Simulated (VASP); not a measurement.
# Mg (P6/mmm) in VASP: notebook, part 2 of 2

VASP 6.6.1. The steps go on from the part before.

### Step 3. Single point, PBE (volume scaled by 0.78)

INCAR

```
SYSTEM = Mg
ALGO = Normal
EDIFF = 1E-6
ENCUT = 520
GGA = PE
ISIF = 2
ISMEAR = -1
LASPH = .True.
LCHARG = .False.
LREAL = .False.
LWAVE = .False.
NBANDS = 7
NELM = 60
PREC = Accurate
SIGMA = 0.1
```

KPOINTS

```
k-points
0
Gamma
  14 14 13
  0 0 0
```

POSCAR

```
Mg
1.0
    2.8785862578      0.0000000000      0.0000000000
   -1.4392931289      2.4929288262      0.0000000000
    0.0000000000      0.0000000000      2.7918875502
Mg
1
Direct
    0.0000000000      0.0000000000      0.0000000000
```

Potentials or basis: VASP PAW PBE potentials, release 64 (Mg).

On the command line:

```bash
> cat potpaw_PBE.64/Mg/POTCAR > POTCAR
> mpirun -np 1 vasp_std > vasp.out
```

OUTCAR:

```text
SYSTEM = Mg
   EDIFF = 1E-6
   ENCUT = 520
   GGA = PE
   ISIF = 2
   ISMEAR = -1
   LASPH = .True.
   LREAL = .False.
   NELM = 60
   PREC = Accurate

 ion  position               nearest neighbor table
   1  0.000  0.000  0.000-

  LATTYP: Found a hexagonal cell.
 ALAT       =     2.8785862578
 C/A-ratio  =     0.9698814974

  Lattice vectors:

 A1 = (   2.8785862578,   0.0000000000,   0.0000000000)
 A2 = (  -1.4392931289,   2.4929288262,   0.0000000000)
 A3 = (   0.0000000000,   0.0000000000,   2.7918875502)

Analysis of symmetry for initial positions (statically):
=====================================================================
 Subroutine PRICEL returns:
 Original cell was already a primitive cell.

 Routine SETGRP: Setting up the symmetry group for a
 hexagonal supercell.

 Subroutine GETGRP returns: Found 24 space group operations
 (whereof 24 operations were pure point group operations)
 out of a pool of 24 trial point group operations.

The static configuration has the point symmetry D_6h.

Analysis of symmetry for dynamics (positions and initial velocities):
=====================================================================
 Subroutine PRICEL returns:
 Original cell was already a primitive cell.

 Routine SETGRP: Setting up the symmetry group for a
 hexagonal supercell.

 Subroutine GETGRP returns: Found 24 space group operations
 (whereof 24 operations were pure point group operations)
 out of a pool of 24 trial point group operations.

The dynamic configuration has the point symmetry D_6h.

 Subroutine INISYM returns: Found 24 space group operations
 (whereof 24 operations are pure point group operations),
 and found     1 'primitive' translations

----------------------------------------------------------------------------------------

                                     Primitive cell

  volume of cell :      20.0349

[... 100 lines left out ...]
   EFERMI =   0.00;   METHOD = LEGACY
   ISMEAR =    -1;   SIGMA  =   0.10  broadening in eV -4-tet -1-fermi 0-gaus
   EFERMI_NEDOS =   21; number of points for ismear=-14 and -15
   IALGO  =     38    algorithm
   IMIX   =      4    mixing-type and parameters
     AMIX     =   0.40;   BMIX     =  1.00
     AMIX_MAG =   1.60;   BMIX_MAG =  1.00
  volume/ion in A,a.u.               =      20.03       135.20
  Fermi-wavevector in a.u.,A,eV,Ry     =   0.759432  1.435119  7.846992  0.576738
  Thomas-Fermi vector in A             =   1.858226
   LORBIT       =      0    0 simple, 1 ext, 2 COOP (PROOUT), +10 PAW based schemes
   GGA     = PE    functional components
   LHFCALC =     F    Hartree Fock is set to
   AEXX    =    0.0000 exact exchange contribution
   IVDW    =     0    specifies the selected vdW correction
   LEPSILON=     F    determine dielectric tensor
   LRPA    =     F    only Hartree local field effects (RPA)
 non-spin polarized calculation
  energy-cutoff  :      520.00
  volume of cell :       20.03
 maximum number of plane-waves:       561
 NGX is ok and might be reduce to    24

 number of electron       2.0000000 magnetization

 Free energy of the ion-electron system (eV)
  ---------------------------------------------------
  ext. energy  EPLUGINS =         0.00000000
  ---------------------------------------------------
  free energy    TOTEN  =        -1.13479453 eV

  energy without entropy =       -1.11985248  energy(sigma->0) =       -1.12732351

 E-fermi :   3.3921     XC(G=0):  -8.9095

 val. band max:        3.3590545406   @ k =   0.4286   0.1429   0.3077
 cond. band min:       3.4042160686   @ k =   0.3571   0.2143   0.0000
 fundamental gap:      0.0451615281
 Fermi energy:         3.3921042782

 k-point     1 :       0.0000    0.0000    0.0000
  band No.  band energies     occupation
      1      -4.1552      2.00000
      2      12.4773      0.00000
      3      14.2363      0.00000
      4      16.9439      0.00000
      5      16.9439      0.00000
      6      18.9398      0.00000
      7      18.9398      0.00000
[... 221 lines left out ...]
 k-point    24 :       0.3571    0.2857    0.0000
  band No.  band energies     occupation
      1       2.7140      1.99773
      2       3.3170      1.35866
      3       5.1253      0.00000
      4      19.6799      0.00000
      5      20.3090      0.00000
      6      20.5506      0.00000
      7      21.7304      0.00000

 [... further k-points ...]
[... 5 lines left out ...]
  --------------------------------------------------------------------------------------
  -------------------------------------------------------------------------------------
  Total        1.3104767      1.3104767      1.3116456      0.0000000      0.0000000     -0.0000000
  in kB      104.7979655    104.7979655    104.8914345      0.0000000      0.0000000     -0.0000000
  external PRESSURE =     104.8291218 kB  Pullay stress =       0.0000000 kB

 VOLUME and BASIS-vectors are now :
 -----------------------------------------------------------------------------
  energy-cutoff  :      520.00
  volume of cell :       20.03
      direct lattice vectors                 reciprocal lattice vectors
     2.878586258  0.000000000  0.000000000     0.347392751  0.200567298  0.000000000
    -1.439293129  2.492928826  0.000000000     0.000000000  0.401134597  0.000000000
     0.000000000  0.000000000  2.791887550     0.000000000  0.000000000  0.358180615

 POSITION                                       TOTAL-FORCE (eV/Angst)
 -----------------------------------------------------------------------------------
      0.00000      0.00000      0.00000         0.000000      0.000000      0.000000
 -----------------------------------------------------------------------------------
    total drift:                               -0.000000      0.000000     -0.000000

  FREE ENERGIE OF THE ION-ELECTRON SYSTEM (eV)
  ---------------------------------------------------
  free  energy   TOTEN  =        -1.1347945349 eV

  energy  without entropy=       -1.1198524769  energy(sigma->0) =       -1.12732351
```

Wall time 25 s (1 thread of AMD EPYC 7R13 (Zen 3), shared host); peak memory 0.12 GiB.

Results:

| Property | Result |
| --- | --- |
| Free energy | -1.1348 eV |
| Pressure | 10.5 GPa |
| Band gap on the k mesh | zero (band 1 reaches 6.28 eV, above the bottom of band 2 at 1.29 eV) |

Caveat: the cell differs from its parent crystal (volume scaled by 0.78).

### Step 4. Single point, PBE

This run uses another cell than the first one, of 22.60 Å³/atom, 1.128 times its volume.

INCAR

```
  ALGO = Normal
  EDIFF = 1E-7
  ENCUT = 520
  GGA = PE
  ISIF = 2
  ISMEAR = -1
  LASPH = True
  LCHARG = False
  LREAL = False
  LWAVE = False
  NBANDS = 7
  NELM = 60
  PREC = Accurate
  SIGMA = 0.1
```

KPOINTS

```
k-points
0
Gamma
  14 14 13
```

POSCAR

```
Mg
1.0
    2.9810211057      0.0000000000      0.0000000000
   -1.4905105529      2.5816400068      0.0000000000
    0.0000000000      0.0000000000      2.9370705953
Mg
1
Direct
    0.0000000000      0.0000000000      0.0000000000
```

Potentials or basis: VASP PAW PBE potentials, release 64 (Mg).

On the command line:

```bash
> cat potpaw_PBE.64/Mg/POTCAR > POTCAR
> mpirun -np 1 vasp_std > vasp.out
```

OUTCAR:

```text
EDIFF = 1E-7
   ENCUT = 520
   GGA = PE
   ISIF = 2
   ISMEAR = -1
   LASPH = True
   LREAL = False
   NELM = 60
   PREC = Accurate

 ion  position               nearest neighbor table
   1  0.000  0.000  0.000-

  LATTYP: Found a hexagonal cell.
 ALAT       =     2.9810211057
 C/A-ratio  =     0.9852565585

  Lattice vectors:

 A1 = (   2.9810211057,   0.0000000000,   0.0000000000)
 A2 = (  -1.4905105529,   2.5816400068,   0.0000000000)
 A3 = (   0.0000000000,   0.0000000000,   2.9370705953)

Analysis of symmetry for initial positions (statically):
=====================================================================
 Subroutine PRICEL returns:
 Original cell was already a primitive cell.

 Routine SETGRP: Setting up the symmetry group for a
 hexagonal supercell.

 Subroutine GETGRP returns: Found 24 space group operations
 (whereof 24 operations were pure point group operations)
 out of a pool of 24 trial point group operations.

The static configuration has the point symmetry D_6h.

Analysis of symmetry for dynamics (positions and initial velocities):
=====================================================================
 Subroutine PRICEL returns:
 Original cell was already a primitive cell.

 Routine SETGRP: Setting up the symmetry group for a
 hexagonal supercell.

 Subroutine GETGRP returns: Found 24 space group operations
 (whereof 24 operations were pure point group operations)
 out of a pool of 24 trial point group operations.

The dynamic configuration has the point symmetry D_6h.

 Subroutine INISYM returns: Found 24 space group operations
 (whereof 24 operations are pure point group operations),
 and found     1 'primitive' translations

----------------------------------------------------------------------------------------

                                     Primitive cell

  volume of cell :      22.6035

  direct lattice vectors                    reciprocal lattice vectors
     2.981021106  0.000000000  0.000000000     0.335455525  0.193675338  0.000000000
    -1.490510553  2.581640007  0.000000000     0.000000000  0.387350675  0.000000000
     0.000000000  0.000000000  2.937070595     0.000000000  0.000000000  0.340475303

  length of vectors
     2.981021106  2.981021106  2.937070595     0.387350675  0.387350675  0.340475303

  position of ions in fractional coordinates (direct lattice)
     0.000000000  0.000000000  0.000000000

  ion indices of the primitive-cell ions
   primitive index   ion index
                 1           1

----------------------------------------------------------------------------------------

 KPOINTS: k-points

Automatic generation of k-mesh.
 Grid dimensions read from file:
 generate k-points for:   14   14   13

 Generating k-lattice:

  Cartesian coordinates                     Fractional coordinates (reciprocal lattice)
     0.023961109  0.013833953  0.000000000     0.071428571  0.000000000  0.000000000
     0.000000000  0.027667905  0.000000000     0.000000000  0.071428571  0.000000000
     0.000000000  0.000000000  0.026190408     0.000000000  0.000000000  0.076923077

  Length of vectors
     0.027667905  0.027667905  0.026190408

  Shift w.r.t. Gamma in fractional coordinates (k-lattice)
     0.000000000  0.000000000  0.000000000

 Subroutine IBZKPT returns following result:
 ===========================================

 Found    168 irreducible k-points:

 Following reciprocal coordinates:
            Coordinates               Weight
  0.000000  0.000000  0.000000      1.000000
  0.071429  0.000000  0.000000      6.000000
  0.142857 -0.000000  0.000000      6.000000
  0.214286 -0.000000  0.000000      6.000000
  0.285714  0.000000  0.000000      6.000000
  0.357143 -0.000000  0.000000      6.000000
[... 16 lines left out ...]
  0.285714  0.285714  0.000000      6.000000
  0.357143  0.285714  0.000000      6.000000
 [... further k-points ...]
   k-points           NKPTS =    168   k-points in BZ     NKDIM =    168   number of bands    NBANDS=      7
   number of dos      NEDOS =    301   number of ions     NIONS =      1
   total plane-waves  NPLWV =  13824
   dimension x,y,z NGX =    24 NGY =   24 NGZ =   24
   dimension x,y,z NGXF=    48 NGYF=   48 NGZF=   48
   ions per type =               1
   NGX,Y,Z   is equivalent  to a cutoff of  13.38, 13.38, 13.58 a.u.
   NGXF,Y,Z  is equivalent  to a cutoff of  26.77, 26.77, 27.17 a.u.
 SYSTEM =  unknown system
   PREC   = accura    normal or accurate (medium, high low for compatibility)
   ISTART =      0    job   : 0-new  1-cont  2-samecut
   ICHARG =      2    charge: 1-file 2-atom 10-const
   ISPIN  =      1    spin polarized calculation?
   LNONCOLLINEAR =      F non collinear calculations
   LSORBIT =      F    spin-orbit coupling
   LASPH  =      T    aspherical Exc in radial PAW
   ENCUT  =  520.0 eV  38.22 Ry    6.18 a.u.   5.54  5.54  5.46*2*pi/ulx,y,z
   NELM   =     60;   NELMIN=  2; NELMDL= -5     # of ELM steps
   EDIFF  = 0.1E-06   stopping-criterion for ELM
   LREAL  =      F    real-space projection
   EDIFFG = 0.1E-05   stopping-criterion for IOM
   NSW    =      0    number of steps for IOM
   IBRION =     -1    ionic relax: 0-MD 1-quasi-New 2-CG
   NFREE  =      0    steps in history (QN), initial steepest desc. (CG)
   ISIF   =      2    stress and relaxation
   ISYM   =      2    0-nonsym 1-usesym 2-fastsym
   POTIM  = 0.5000    time-step for ionic-motion
   TEBEG  =    0.0;   TEEND  =   0.0 temperature during run
   PSTRESS=    0.0 pullay stress
   NELECT =       2.0000    total number of electrons
   NUPDOWN=      -1.0000    fix difference up-down
   EMIN   =  10.00;   EMAX   =-10.00  energy-range for DOS
   EFERMI =   0.00;   METHOD = LEGACY
   ISMEAR =    -1;   SIGMA  =   0.10  broadening in eV -4-tet -1-fermi 0-gaus
   EFERMI_NEDOS =   21; number of points for ismear=-14 and -15
   IALGO  =     38    algorithm
   IMIX   =      4    mixing-type and parameters
     AMIX     =   0.40;   BMIX     =  1.00
     AMIX_MAG =   1.60;   BMIX_MAG =  1.00
  volume/ion in A,a.u.               =      22.60       152.54
  Fermi-wavevector in a.u.,A,eV,Ry     =   0.729502  1.378559  7.240655  0.532173
  Thomas-Fermi vector in A             =   1.821240
   LORBIT       =      0    0 simple, 1 ext, 2 COOP (PROOUT), +10 PAW based schemes
   GGA     = PE    functional components
   LHFCALC =     F    Hartree Fock is set to
   AEXX    =    0.0000 exact exchange contribution
   IVDW    =     0    specifies the selected vdW correction
   LEPSILON=     F    determine dielectric tensor
   LRPA    =     F    only Hartree local field effects (RPA)
 non-spin polarized calculation
  energy-cutoff  :      520.00
  volume of cell :       22.60
 maximum number of plane-waves:       634
 NGX is ok and might be reduce to    24

 number of electron       2.0000000 magnetization

 Free energy of the ion-electron system (eV)
  ---------------------------------------------------
  ext. energy  EPLUGINS =         0.00000000
  ---------------------------------------------------
  free energy    TOTEN  =        -1.24818706 eV

  energy without entropy =       -1.23241997  energy(sigma->0) =       -1.24030351

 E-fermi :   2.6979     XC(G=0):  -8.5204

 val. band max:        2.6838660834   @ k =   0.3571   0.2143   0.3077
 cond. band min:       2.6995909178   @ k =   0.3571   0.2857   0.0000
 fundamental gap:      0.0157248344
 Fermi energy:         2.6979265456

 k-point     1 :       0.0000    0.0000    0.0000
  band No.  band energies     occupation
      1      -4.2985      2.00000
      2      11.1441      0.00000
      3      12.2713      0.00000
      4      15.6437      0.00000
      5      15.6437      0.00000
      6      17.0717      0.00000
      7      17.0717      0.00000

 k-point     2 :       0.0714    0.0000    0.0000
  band No.  band energies     occupation
      1      -4.1830      2.00000
      2      11.1130      0.00000
      3      12.3649      0.00000
      4      13.9542      0.00000
      5      14.9444      0.00000
      6      16.9383      0.00000
      7      17.9656      0.00000
[... 201 lines left out ...]
 k-point    23 :       0.2857    0.2857    0.0000
  band No.  band energies     occupation
      1       1.0630      2.00000
      2       3.7854      0.00004
      3       4.6154      0.00000
      4      16.7719      0.00000
      5      17.5242      0.00000
      6      19.3591      0.00000
      7      19.8919      0.00000

 k-point    24 :       0.3571    0.2857    0.0000
  band No.  band energies     occupation
      1       2.2076      1.98526
      2       2.6996      0.99168
      3       4.2567      0.00000
      4      17.7128      0.00000
      5      18.3676      0.00000
      6      18.4532      0.00000
      7      19.5928      0.00000

 [... further k-points ...]
[... 5 lines left out ...]
  --------------------------------------------------------------------------------------
  -------------------------------------------------------------------------------------
  Total        0.5922794      0.5922794      0.5950580     -0.0000000      0.0000000      0.0000000
  in kB       41.9819017     41.9819017     42.1788555     -0.0000000      0.0000000      0.0000000
  external PRESSURE =      42.0475530 kB  Pullay stress =       0.0000000 kB

 VOLUME and BASIS-vectors are now :
 -----------------------------------------------------------------------------
  energy-cutoff  :      520.00
  volume of cell :       22.60
      direct lattice vectors                 reciprocal lattice vectors
     2.981021106  0.000000000  0.000000000     0.335455525  0.193675338  0.000000000
    -1.490510553  2.581640007  0.000000000     0.000000000  0.387350675  0.000000000
     0.000000000  0.000000000  2.937070595     0.000000000  0.000000000  0.340475303

 POSITION                                       TOTAL-FORCE (eV/Angst)
 -----------------------------------------------------------------------------------
      0.00000      0.00000      0.00000         0.000000      0.000000      0.000000
 -----------------------------------------------------------------------------------
    total drift:                                0.000000      0.000000     -0.000000

  FREE ENERGIE OF THE ION-ELECTRON SYSTEM (eV)
  ---------------------------------------------------
  free  energy   TOTEN  =        -1.2481870591 eV

  energy  without entropy=       -1.2324199676  energy(sigma->0) =       -1.24030351
```

OSZICAR:

```text
N       E                     dE             d eps       ncg     rms          rms(c)
DAV:   1    -0.641510516138E+00   -0.64151E+00   -0.74397E+02  2555   0.188E+02
DAV:   2    -0.125679098206E+01   -0.61528E+00   -0.59988E+00  3143   0.111E+01
DAV:   3    -0.125901319952E+01   -0.22222E-02   -0.22213E-02  3213   0.736E-01
DAV:   4    -0.125901707804E+01   -0.38785E-05   -0.38784E-05  3367   0.227E-02
DAV:   5    -0.125901709051E+01   -0.12470E-07   -0.12466E-07  3220   0.814E-04    0.627E-01
DAV:   6    -0.125329855961E+01    0.57185E-02   -0.44442E-04  2961   0.110E-01    0.400E-01
DAV:   7    -0.124818187073E+01    0.51167E-02   -0.20212E-03  2982   0.201E-01    0.213E-02
DAV:   8    -0.124818724105E+01   -0.53703E-05   -0.16897E-05  3325   0.232E-02    0.545E-03
DAV:   9    -0.124818711486E+01    0.12619E-06   -0.88494E-07  3220   0.371E-03    0.373E-04
DAV:  10    -0.124818705908E+01    0.55779E-07   -0.85776E-09  2527   0.418E-04
   1 F= -.12481871E+01 E0= -.12403035E+01  d E =-.157671E-01
```

Wall time 29 s (1 thread of AMD EPYC 7R13 (Zen 3), shared host); peak memory 0.12 GiB.

Results:

```
Free energy            : -1.2482 eV
Pressure               : 4.2 GPa
Band gap on the k mesh : zero (band 1 reaches 5.35 eV, above the bottom of band 2 at 0.67 eV)
```

Levels at points of the mesh, in eV from the Fermi level:
```tsv
k point	band 1	band 2	band 3	band 4	band 5
(0.00, 0.00, 0.00)	-7.00	8.45	9.57	12.95	12.95
(0.50, 0.00, 0.00)	-1.75	-1.21	8.49	9.00	13.68
```

### Step 5. Single point, PBE

INCAR

```
SYSTEM = Mg
PREC = Accurate
ENCUT = 520
EDIFF = 1E-6
ISMEAR = -1
SIGMA = 0.1
LREAL = .False.
LASPH = .True.
NELM = 60
ALGO = Normal
ISIF = 2
LWAVE = .False.
LCHARG = .False.
GGA = PE
NBANDS = 7
```

KPOINTS

```
regular mesh
0
Gamma
  14 14 13
  0 0 0
```

Changes to POSCAR since step 4:

```diff
@@ -2,3 +2,3 @@
 1.0
-    2.9810211057      0.0000000000      0.0000000000
+    2.9810211058      0.0000000000      0.0000000000
    -1.4905105529      2.5816400068      0.0000000000
```

On the command line:

```bash
> cat potpaw_PBE.64/Mg/POTCAR > POTCAR
> mpirun -np 1 vasp_std > vasp.out
```

Run time: 22 s. Hardware: 1 thread of AMD EPYC 7R13 (Zen 3), shared host; peak memory 0.12 GiB.

It converged, with:

- Free energy: -1.2482 eV
- Pressure: 4.2 GPa
- Band gap on the k mesh: zero (band 1 reaches 5.35 eV, above the bottom of band 2 at 0.67 eV)

Levels at points of the mesh, in eV from the Fermi level:
```
           k point  band 1  band 2  band 3  band 4  band 5
(0.00, 0.00, 0.00)   -7.00    8.45    9.57   12.95   12.95
(0.50, 0.00, 0.00)   -1.75   -1.21    8.49    9.00   13.68
```
